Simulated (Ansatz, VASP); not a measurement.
**Mo: VASP beside Ansatz**

```
Mo
1.0
    -1.58381    1.58381    1.58381
     1.58381   -1.58381    1.58381
     1.58381    1.58381   -1.58381
Mo
1
Cartesian
  0.0000 0.0000 0.0000
```

Alike in both runs: functional revPBE; k mesh 7 × 7 × 7; occupations fermi-dirac, width 0.05 eV; no spin polarisation.

```csv
,VASP,Ansatz
version,VASP 6.6.1,Ansatz 0.2.0
potentials or method,"VASP PAW PBE potentials, release 64 (Mo_sv)",Ansatz PAW
plane-wave cutoff (eV),520,420
valence electrons in the cell,14,14
task,single point,band structure
```

Ansatz gave:

- gap on the k mesh at the Fermi level (eV): none
- pressure (GPa): 1.4

Problem. Estimate VASP's values.

Solution. gap on the k mesh at the Fermi level (eV): none; pressure (GPa): 1.9.

VASP's potentials were made for PBE, not for revPBE. A gap of «none» marks a metal or a gap that the smearing closes.

The k mesh is coarse, so the values compare programs but aren't converged.
